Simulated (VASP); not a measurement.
Wanted: the native input for a VASP 6.6.1 run.

| Property | Result |
| --- | --- |
| Task | relaxation of cell and atoms |
| Functional | r2SCAN |
| Potentials or basis | VASP PAW PBE potentials, release 64 (Zr_sv, O) |
| Cutoff | 600 eV |
| k mesh | 8 × 8 × 8 |
| Occupations | gaussian, width 0.1 eV |
| Spin | no spin polarisation |
| Dipole correction | no |
| Further INCAR settings | ALGO = Normal; EDIFF = 1e-06; IBRION = 2; EDIFFG = -0.01; NSW = 100; ISIF = 3 |

Zr2O:

```
Zr O
1.0
     4.87635    0.00000    0.00000
     0.00000    4.87635    0.00000
     0.00000    0.00000    4.87635
Zr O
4 2
Direct
  0.25000 0.25000 0.75000
  0.75000 0.25000 0.25000
  0.25000 0.75000 0.25000
  0.75000 0.75000 0.75000
  0.00000 0.00000 0.00000
  0.50000 0.50000 0.50000
```

These files were run (other wordings do the same):

POSCAR

```
Zr2O
1.0
    4.8763490000      0.0000000000      0.0000000000
    0.0000000000      4.8763490000      0.0000000000
    0.0000000000      0.0000000000      4.8763490000
Zr O
4 2
Direct
    0.2500000000      0.2500000000      0.7500000000
    0.7500000000      0.2500000000      0.2500000000
    0.2500000000      0.7500000000      0.2500000000
    0.7500000000      0.7500000000      0.7500000000
    0.0000000000      0.0000000000      0.0000000000
    0.5000000000      0.5000000000      0.5000000000
```

INCAR.step1

```
PREC     = Accurate       # precision mode
ENCUT    = 600            # plane-wave cutoff, eV
ISMEAR   = 0              # smearing method
SIGMA    = 0.1            # smearing width, eV
LREAL    = F              # projectors in reciprocal space
LASPH    = T              # aspherical terms in the spheres
NELM     = 80             # most SCF steps
GGA      = PE             # functional
ALGO     = Normal         # electronic algorithm
EDIFF    = 1E-4           # SCF threshold, eV
LWAVE    = T              # write WAVECAR
LCHARG   = F              # write CHGCAR
```

INCAR.step2

```
PREC     = Accurate       # precision mode
ENCUT    = 600            # plane-wave cutoff, eV
EDIFF    = 1E-6           # SCF threshold, eV
ISMEAR   = 0              # smearing method
SIGMA    = 0.1            # smearing width, eV
LREAL    = F              # projectors in reciprocal space
LASPH    = T              # aspherical terms in the spheres
NELM     = 80             # most SCF steps
ALGO     = Normal         # electronic algorithm
ISIF     = 3              # what is computed and relaxed
LWAVE    = F              # write WAVECAR
LCHARG   = F              # write CHGCAR
METAGGA  = R2SCAN         # meta-GGA
LMIXTAU  = T            
IBRION   = 2              # ionic algorithm
NSW      = 100            # ionic steps
EDIFFG   = -0.01          # ionic threshold
ISTART   = 1
```

KPOINTS

```
Automatic mesh
0
Gamma
  8 8 8
```

Potentials or basis: VASP PAW PBE potentials, release 64 (Zr_sv, O).

Run with:

```sh
$ cat potpaw_PBE.64/Zr_sv/POTCAR potpaw_PBE.64/O/POTCAR > POTCAR
$ cp INCAR.step1 INCAR
$ mpirun -np 1 vasp_std > vasp.out
$ cp INCAR.step2 INCAR
$ mpirun -np 1 vasp_std > vasp.out
```

It gave:

- Relaxed volume: 18.97 Å³/atom
- Relaxed cell: a = 4.847 Å, b = 4.847 Å, c = 4.847 Å, α = 90.00°, β = 90.00°, γ = 90.00°
- Space group after relaxing (to 0.1 Å): Pn-3m (No. 224)
- Energy gained by relaxing: 2.8 meV/atom
- Ionic steps: 3
- Pressure after relaxing: 0.0 GPa
- Band gap on the k mesh: zero (bands 30 and 31 overlap by 0.82 eV)

Caveat: the PAW data sets were made with another functional, which shifts forces and pressure a little.

Run time: 40 min on 1 thread of Oxide Virtual Turin-like Processor, with other jobs on the host, peak memory 0.32 GiB.
